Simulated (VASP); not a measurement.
# CuSi12O24 (a cell with a defect) in VASP: notebook, part 2 of 3

VASP 6.6.1.

**3. Single point, LDA**

INCAR

```
SYSTEM = CuSi12O24
ALGO = Normal
EDIFF = 1E-6
ENCUT = 520
GGA = CA
ISIF = 2
ISMEAR = -1
LASPH = .True.
LCHARG = .False.
LREAL = Auto
LWAVE = .False.
NBANDS = 126
NELECT = 202.0
NELM = 80
PREC = Accurate
SIGMA = 0.002
```

KPOINTS

```
k-points
0
Gamma
  1 1 1
  0 0 0
```

POSCAR

```
CuSi12O24
1.0
   -2.4754500000      4.2876050000      5.4285000000
    4.9509000000      0.0000000000      5.4285000000
    4.9509000000      8.5752100000      0.0000000000
Si O Cu
12 24 1
Direct
    0.0326835460      0.6139591730      1.0001930991
    0.4085341999      0.9311360589      0.0656738111
    0.0140547235      0.0112745572      0.2803475247
    0.0708859839      0.6006623260      0.5103628834
    0.3868852487      0.9635983103      0.5260732825
   -0.0567187453      0.0082891607      0.7597117244
    0.5883792359      0.1194406038      0.2000373456
    0.9049150162      0.4304815022      0.3411906941
    0.4724072768      0.5019687018      0.4803619034
    0.5524997849      0.0643372787      0.7278188126
    0.8852947817      0.4266514281      0.8238288820
    0.4698266373      0.5456104079     -0.0075602859
    0.2665520084      0.5999672879      0.9570296559
    0.2375751663     -0.0819152234      0.2023590710
    0.9816794646      0.5729304645      0.1754180036
    0.5615675657      0.3328231500      0.0872888358
    1.0274542386      0.2132199808      0.3030925271
    0.5580154970      0.9805126416      0.1286673988
    0.2791277227      0.5261407677      0.4172971368
    0.1371102326      0.0251813765      0.6092708495
    1.0186264387      0.5563021788      0.6870189987
    0.4695103194      0.2997998031      0.6430892313
    0.9111105941      0.1996750741      0.8315735313
    0.4891340205      0.9258793349      0.6641804140
    0.7985772439      1.0553971505      0.2428997326
    0.6619585856      0.4495823558      0.3576335808
    0.4617540317      0.0991191377      0.3643620512
   -0.0362109414      0.8440952557      0.4264336633
    0.4185949476      0.7298622690      0.4963412219
   -0.0525307664      0.4880838658      0.4760969325
    0.7916720347      0.9844539670      0.6818985221
    0.6519756041      0.5491849375      0.8295407506
    0.4465216955      0.0554585937      0.8882571209
   -0.0474791188      0.8141181535      0.8832636993
    0.4710999774      0.6985417284      0.0576206742
   -0.0099391832      0.4276973116      0.9576459692
    0.5523496179      0.6451082434      0.6497500372
```

Potentials or basis: VASP PAW LDA potentials, release 64 (Si, O, Cu).

On the command line:

```
$ cat potpaw_LDA.64/Si/POTCAR potpaw_LDA.64/O/POTCAR potpaw_LDA.64/Cu/POTCAR > POTCAR
$ mpirun -np 1 vasp_gam > vasp.out
```

OUTCAR:

```text
SYSTEM = CuSi12O24
   EDIFF = 1E-6
   ENCUT = 520
   GGA = CA
   ISIF = 2
   ISMEAR = -1
   LASPH = .True.
   LREAL = Auto
   NELECT = 202.0
   NELM = 80
   PREC = Accurate

 ion  position               nearest neighbor table
   1  0.033  0.614  0.000-  15 1.59  13 1.60  34 1.62  36 1.70  12 3.07   6 3.11   8 3.11
   2  0.409  0.931  0.066-  14 1.50  18 1.61  35 1.64  33 1.66   3 2.98   7 3.00  12 3.02  10 3.06

   3  0.014  0.011  0.280-  28 1.57  14 1.60  17 1.61  25 1.65   2 2.98   4 3.11   8 3.14
   4  0.071  0.601  0.510-  19 1.53  30 1.58  21 1.60  28 1.75   9 2.74  11 2.95   8 3.10   3 3.11
[... 19 lines left out ...]
  22  0.470  0.300  0.643-  10 1.66   9 1.79
  23  0.911  0.200  0.832-  11 1.60   6 1.70
  24  0.489  0.926  0.664-  10 1.61   5 1.68  37 2.01
  25  0.799  0.055  0.243-   7 1.62   3 1.65
  26  0.662  0.450  0.358-   9 1.55   8 1.70
  27  0.462  0.099  0.364-   7 1.56   5 1.59
  28  0.964  0.844  0.426-   3 1.57   4 1.75
  29  0.419  0.730  0.496-   9 1.64   5 1.77  37 1.91
  30  0.947  0.488  0.476-   4 1.58   8 1.68
  31  0.792  0.984  0.682-  10 1.62   6 1.63
  32  0.652  0.549  0.830-  11 1.65  12 1.71  37 1.98
  33  0.447  0.055  0.888-  10 1.50   2 1.66
[... 245 lines left out ...]
  band No.  band energies     occupation
      1     -18.4157      2.00000
      2     -18.0208      2.00000
      3     -17.8063      2.00000
      4     -17.7576      2.00000
      5     -17.4943      2.00000
      6     -17.3003      2.00000
[... 105 lines left out ...]
    112       9.3214      0.00000
    113       9.5381      0.00000
 [bands above 113 left out]

------------------------ aborting loop because EDIFF is reached ----------------------------------------

  FORCE on cell =-STRESS in cart. coord.  units (eV):
  Direction    XX          YY          ZZ          XY          YZ          ZX
  --------------------------------------------------------------------------------------
  -------------------------------------------------------------------------------------
  Total        1.3231720    -18.2712198      1.5419211      3.1071690     -0.2973613     -8.5264732
  in kB        4.5992616    -63.5095987      5.3596197     10.8003220     -1.0336091    -29.6374788
  external PRESSURE =     -17.8502391 kB  Pullay stress =       0.0000000 kB

 VOLUME and BASIS-vectors are now :
 -----------------------------------------------------------------------------
  energy-cutoff  :      520.00
  volume of cell :      460.93
      direct lattice vectors                 reciprocal lattice vectors
    -2.475450000  4.287605000  5.428500000    -0.100991739  0.058307610  0.092106475
     4.950900000  0.000000000  5.428500000     0.100991739 -0.058307610  0.092106475
     4.950900000  8.575210000  0.000000000     0.050495869  0.087461415 -0.046053238

 POSITION                                       TOTAL-FORCE (eV/Angst)
 -----------------------------------------------------------------------------------
      2.95970      0.14179      3.51030        -2.236483     -1.157624     -1.936807
      3.92380      2.31480      7.27240        -4.923488     -0.062858      2.765096
      1.40900      2.46430      0.13750         2.694971     -0.952723     -1.574868
      5.32510      4.68040      3.64550         4.645469     -3.755604      0.258586
      6.41750      6.17000      7.33110         2.238528     -0.856556     -2.775023
      1.46725     10.55911      5.16560        -0.366079     -1.988268      3.781872
[... 29 lines left out ...]
      4.40785     12.45700      7.69630         1.112454     -1.402949     -0.277178
      5.04340      7.94000      6.50040        -0.742038      1.473201     -0.562217
 -----------------------------------------------------------------------------------
    total drift:                                0.019145     -0.010670      0.020373

  FREE ENERGIE OF THE ION-ELECTRON SYSTEM (eV)
  ---------------------------------------------------
  free  energy   TOTEN  =      -310.2974144464 eV

  energy  without entropy=     -310.2974144464  energy(sigma->0) =     -310.29741445
```

stdout:

```text
POSCAR found type information on POSCAR SiO Cu
 POSCAR found :  3 types and      37 ions
 scaLAPACK will be used
 LDA part: xc-table for (Slater(with rela. corr.)+CA(PZ))
 , standard interpolation
 POSCAR, INCAR and KPOINTS ok, starting setup
 FFT: planning ... GRIDC
 FFT: planning ... GRID_SOFT
 FFT: planning ... GRID
 WAVECAR not read
 entering main loop
 the old and the new charge density differ
 old charge density:   203.00000 new  202.00000
    0.536E+01
```

It took 2 min on 1 thread of Intel Xeon Platinum 8488C (Sapphire Rapids), shared host; peak memory 0.4 GiB.

What came out:

```
Free energy   : -310.2974 eV
Largest force : 6.544 eV/Å
```

Forces in eV/Å, atoms in the order of the input:
```
Si  -2.236 -1.158 -1.937
Si  -4.923 -0.063  2.765
Si   2.695 -0.953 -1.575
Si   4.645 -3.756  0.259
Si   2.239 -0.857 -2.775
Si  -0.366 -1.988  3.782
Si  -0.623  2.089  3.553
Si  -1.237 -0.858 -0.268
Si   0.510  0.996 -3.758
Si  -1.482 -3.737  3.363
Si   0.867  3.554  0.992
Si  -4.715 -0.390 -1.283
O   -0.650 -1.514 -0.623
O    3.082 -1.360 -2.536
O    1.712  0.406 -0.270
O    0.654 -0.362 -0.226
O    1.778  0.553  0.515
O   -2.638 -1.399 -1.404
O   -2.761  2.688  2.583
O   -1.485  1.119  1.288
O   -0.729 -0.932  1.045
O   -0.004 -1.991  1.871
O   -1.674 -1.071 -1.324
O   -0.649 -2.613 -0.753
O   -1.729 -0.748  1.769
O   -2.193  1.433  2.681
O    3.005  1.622 -2.545
O   -1.670  4.250 -1.975
O    1.444  1.403  1.409
O   -1.446 -3.256 -3.915
O    2.190  0.243  0.502
O    0.034 -0.384 -0.439
O    3.508  3.866 -2.828
O    0.119  3.062 -1.542
O    4.358  2.032  4.439
O    1.112 -1.403 -0.277
Cu  -0.742  1.473 -0.562
```

Caveat: the k points lie up to 0.93 Å⁻¹ apart; the cell carries a net charge on a neutralising background, which shifts energy and pressure; the cell is charged against a uniform background, so pressure and absolute levels hang on convention; the atoms stand as in a frame of molecular dynamics.

**4. Single point, LDA**

INCAR

```
SYSTEM = CuSi12O24
PREC = Accurate ; ENCUT = 520
EDIFF = 1E-6 ; ISMEAR = -1
SIGMA = 0.002 ; LREAL = Auto
LASPH = .TRUE. ; NELM = 60
ALGO = Normal ; ISIF = 2
LWAVE = .FALSE. ; LCHARG = .FALSE.
GGA = CA ; NBANDS = 126
NELECT = 202.0
```

KPOINTS

```
regular mesh
0
G
  1 1 1
  0 0 0
```

POSCAR

```
CuSi12O24
1.0
   -2.4754500000      4.2876050000      5.4285000000
    4.9509000000      0.0000000000      5.4285000000
    4.9509000000      8.5752100000      0.0000000000
Si O Cu
12 24 1
Direct
    0.0538112622      0.6153422793      0.9895592718
    0.4328316702      0.9111123291      0.0532685225
    0.0114215318     -0.0058767220      0.2514024710
    0.0569638804      0.6016711017      0.4873654851
    0.3720713764      0.9350116115      0.5501212106
   -0.0389930556      0.0318087506      0.7685860545
    0.5809331424      0.1054258886      0.2114803199
    0.9056564282      0.4067503140      0.3155844545
    0.4680254473      0.5080821331      0.4858530289
    0.5119763820      0.1208503657      0.7190316627
    0.8974441831      0.4360733632      0.8228852510
    0.4847912861      0.5290983703      0.0037091171
    0.2843529940      0.5424131476      0.9771896759
    0.1999100245     -0.0413210957      0.1225118428
    0.9628768873      0.5674906176      0.1659626113
    0.5544663485      0.3233820442      0.1065708375
    0.9917100150      0.1920608241      0.3016531585
    0.5463173606      0.9578182201      0.1237995283
    0.2895521710      0.5689907046      0.3835375068
    0.1473140810     -0.0334520565      0.6405878585
    1.0181199101      0.5861722517      0.6685905048
    0.4163195982      0.3571353157      0.6454053031
    1.0225465482      0.2412095538      0.7795872413
    0.5420868011      1.0092625588      0.6050517622
    0.8113759171      1.0641513924      0.2124893222
    0.6835466655      0.4186362580      0.3770545443
    0.4102498014      0.0736407761      0.3708143474
   -0.0285980500      0.8400745167      0.4070940702
    0.4989700144      0.7297856272      0.5035810985
   -0.0068189092      0.4565932483      0.4339761696
    0.7286653814      1.1320512070      0.7233841116
    0.6676367049      0.4930522515      0.8473305640
    0.4384978676      0.0251661280      0.8817153575
   -0.0354841682      0.8593213239      0.9310724865
    0.5282377285      0.7077943246      0.0305211504
   -0.0629028896      0.5170246543      0.9422629584
    0.5200284053      0.5938704618      0.7184574616
```

On the command line:

```
$ cat potpaw_LDA.64/Si/POTCAR potpaw_LDA.64/O/POTCAR potpaw_LDA.64/Cu/POTCAR > POTCAR
$ mpirun -np 1 vasp_gam > vasp.out
```

Wall time 2.1 min (1 thread of Intel Xeon Platinum 8488C (Sapphire Rapids), shared host); peak memory 0.4 GiB.

The run converged. Its results:

```yaml
Free_energy: -309.0112 eV
Largest_force: 11.615 eV/Å
```

Forces in eV/Å, atoms in the order of the input:
```
Si   4.480  0.425 -0.090
Si   2.194 -7.557 -2.444
Si   2.768  2.211  1.231
Si   1.220 -0.976  1.440
Si  -0.859 -1.347  5.841
Si   4.093 -0.411 -0.537
Si  -1.307  0.991 -1.751
Si  -0.277  3.044  3.381
Si  -1.378 -3.781  1.382
Si   0.526  0.807  4.274
Si  -0.349  0.432  5.901
Si  -1.605  1.560  1.482
O   -0.642 -1.828  0.308
O   -0.436 -0.075 -0.696
O    0.446 -0.415  1.041
O    0.550  0.704 -0.850
O   -2.720  0.937  0.486
O    3.707  8.222  7.318
O    0.117  5.076  1.839
O   -0.881 -0.137 -0.072
O   -0.519 -2.191 -0.527
O    0.669  0.505  0.051
O   -3.220  0.361 -4.524
O   -2.599 -3.724 -4.601
O    0.912 -4.370 -3.332
O    5.207 -1.283 -3.754
O    0.203  0.650  0.237
O   -1.437  2.529 -1.965
O   -1.240  1.775 -3.666
O   -0.002 -0.943 -2.334
O   -2.616  3.248  2.918
O    1.875 -0.541 -1.781
O    2.294  0.535 -1.974
O   -1.109 -1.605  1.280
O   -4.691  1.249 -3.450
O   -2.500 -1.584 -2.464
Cu  -0.874 -2.494  0.399
```

Levels at points of the mesh, in eV from the Fermi level:
```
           k point  band 99  band 100  band 101  band 102  band 103  band 104
(0.00, 0.00, 0.00)    -0.48     -0.17     -0.10      2.98      4.93      5.55
```

Caveat: the k points lie up to 0.93 Å⁻¹ apart; the cell carries a net charge on a neutralising background, which shifts energy and pressure; the cell is charged against a uniform background, so pressure and absolute levels hang on convention; the atoms stand as in a frame of molecular dynamics.

**5. Single point, LDA**

INCAR

```
PREC = Accurate ; ENCUT = 520
EDIFF = 1E-6 ; ISMEAR = -1
SIGMA = 0.002 ; LREAL = Auto
LASPH = T ; NELM = 100
ALGO = Normal ; ISIF = 2
LWAVE = F ; LCHARG = T
GGA = CA ; LELF = T
LVHAR = T ; NBANDS = 126
NELECT = 202.0
```

KPOINTS

```
Automatic mesh
0
Gamma
  1 1 1
```

POSCAR

```
CuSi12O24
1.0
   -2.4754500000      4.2876050000      5.4285000000
    4.9509000000      0.0000000000      5.4285000000
    4.9509000000      8.5752100000      0.0000000000
Si O Cu
12 24 1
Direct
    0.0770257132      0.6358968253      0.9852171745
    0.3840862798      0.9173045280      0.0392864719
   -0.0260213136      0.0155027541      0.2437805155
    0.0569762163      0.5960586921      0.4604445244
    0.3990889475      0.9642526754      0.5364491637
   -0.0264590274      0.0411776421      0.7825517810
    0.5250200983      0.1085619225      0.2132100790
    0.9200168411      0.4152323069      0.3020020725
    0.4745178725      0.5242847433      0.4907115741
    0.5734078358      0.1097827325      0.7222159803
    0.9289936894      0.4485691733      0.8108538464
    0.4806684150      0.4901890963      0.0186215498
    0.3056013956      0.5899867043      0.9344029975
    0.1420137682     -0.0501836125      0.1032745621
    0.9530258500      0.6084183795      0.1601828527
    0.4136597211      0.3329553660      0.1589337767
    1.0340445309      0.2116771233      0.2622822647
    0.5151876911      0.9897952692      0.1119481249
    0.2879207939      0.5935197514      0.4152329056
    0.1618070687      0.0108373082      0.6281869719
    0.9531013649      0.5841741256      0.6401799865
    0.4877139220      0.3545813714      0.6377657631
    1.0455048624      0.2342961876      0.8109875005
    0.5562256411      1.0068396624      0.6083027891
    0.7465891702      1.1067957427      0.1892805588
    0.6979890350      0.4148413970      0.3893430859
    0.3994898864      0.0495844435      0.3736754162
   -0.0505293880      0.8199131956      0.3934655893
    0.5106565998      0.7181174630      0.5534099118
   -0.0045581377      0.4102318966      0.4507462201
    0.7871303056      1.1198605759      0.6954460784
    0.6767875266      0.4428772058      0.8934361277
    0.4322381367      0.0844607672      0.8944893016
   -0.0311942257      0.8565235063      0.9096160348
    0.4952635694      0.6931310148      0.0214461738
    0.0273376441      0.4983140092      0.9135854376
    0.5232127605      0.5388301611      0.7502055754
```

On the command line:

```
$ cat potpaw_LDA.64/Si/POTCAR potpaw_LDA.64/O/POTCAR potpaw_LDA.64/Cu/POTCAR > POTCAR
$ mpirun -np 1 vasp_gam > vasp.out
```

Run time: 2.5 min. Hardware: 1 thread of Intel Xeon Platinum 8488C (Sapphire Rapids), shared host; peak memory 0.4 GiB.

It converged, with:

```yaml
Free_energy: -310.2797 eV
Largest_force: 8.071 eV/Å
```

Forces on the atoms (eV/Å):
```
Si   2.148 -1.695 -3.305
Si   0.161  2.318  0.458
Si   2.190 -1.100 -1.167
Si   2.369  1.548 -2.127
Si   1.224  5.117 -2.595
Si  -0.392 -4.600  6.620
Si  -1.385 -0.717  0.352
Si   1.545  2.385  1.203
Si  -1.051  0.753  3.064
Si   3.321 -3.647 -1.533
Si   2.199 -1.172  0.565
Si   0.148 -1.236  1.235
O   -0.853 -0.149  0.148
O   -0.705  0.897  0.425
O   -0.959  0.687  0.073
O    1.241  0.366 -0.541
O   -2.853 -0.749 -2.937
O   -0.855  0.045 -2.709
O   -1.245  1.917  1.414
O   -0.356  1.489 -0.068
O    0.328  1.058  0.082
O    1.135  1.390 -2.144
O   -4.121 -0.375 -5.061
O    0.136 -1.082 -1.514
O   -2.108  4.059  2.821
O    3.083 -2.566 -1.569
O    0.587 -0.623 -0.308
O    0.456 -2.818  2.275
O   -1.022 -2.213 -2.162
O   -1.113 -2.412  1.551
O   -1.585  4.946  2.490
O   -3.253  0.633  1.871
O   -2.296 -3.897  1.708
O    0.214  1.900 -1.330
O    4.023  1.726  3.144
O    0.349 -0.954 -0.981
Cu  -0.702 -1.231  0.550
```

Levels at points of the mesh, in eV from the Fermi level:
```csv
k point,band 99,band 100,band 101,band 102,band 103,band 104
"(0.00, 0.00, 0.00)",-0.69,-0.27,-0.05,1.83,3.64,3.93
```

Caveat: the k points lie up to 0.93 Å⁻¹ apart; the cell carries a net charge on a neutralising background, which shifts energy and pressure; the cell is charged against a uniform background, so pressure and absolute levels hang on convention; the atoms stand as in a frame of molecular dynamics.

[end of part 2 of 3]
